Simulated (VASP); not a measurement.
Wanted: the native input for a VASP 6.6.1 run.

```yaml
Task: relaxation of cell and atoms
Functional: PBE
Potentials_or_basis: VASP PAW PBE potentials, release 64 (Be)
Cutoff: 600 eV
k_mesh: 20 × 20 × 18
Occupations: fermi-dirac, width 0.05 eV
Spin: no spin polarisation
Dipole_correction: no
Further_INCAR_settings: ALGO = Normal; EDIFF = 1e-06; IBRION = 2; EDIFFG = -0.005; NSW = 60; ISIF = 3
```

The structure of Be lies in POSCAR:

```
Be
1.0
    2.1619738956      0.0000000000      0.0000000000
   -1.0809869478      1.8723243159      0.0000000000
    0.0000000000      0.0000000000      2.0322554619
Be
1
Direct
    0.0000000000      0.0000000000      0.0000000000
```

The input as run:

INCAR

```
SYSTEM = Be
  PREC = Accurate
  ENCUT = 600
  EDIFF = 1E-6
  ISMEAR = -1
  SIGMA = 0.05
  LREAL = .FALSE.
  LASPH = .TRUE.
  NELM = 80
  ALGO = Normal
  ISIF = 3
  LWAVE = .FALSE.
  LCHARG = .FALSE.
  GGA = PE
  IBRION = 2
  NSW = 60
  EDIFFG = -0.005
```

KPOINTS

```
regular mesh
0
G
  20 20 18
  0 0 0
```

Potentials or basis: VASP PAW PBE potentials, release 64 (Be).

The run is started by

```bash
$ cat potpaw_PBE.64/Be/POTCAR > POTCAR
$ mpirun -np 1 vasp_std > vasp.out
```

It gave:

The relaxed volume is 9.82 Å³/atom and the relaxed cell is a = 2.145 Å, b = 2.145 Å, c = 2.464 Å, α = 90.00°, β = 90.00°, γ = 120.00°. The space group after relaxing (to 0.05 Å) is P6/mmm (No. 191), the energy gained by relaxing is 210.1 meV/atom and the ionic steps are 11. The pressure after relaxing is -0.1 GPa. The band gap on the k mesh is zero (band 1 reaches 7.55 eV, above the bottom of band 2 at 0.80 eV).

Caveat: the volume moved by over 15 % at a fixed basis, so the end points are rough.

Run time: 88 s on 1 thread of Intel Xeon 8259CL, on a shared host, peak memory 0.13 GiB.
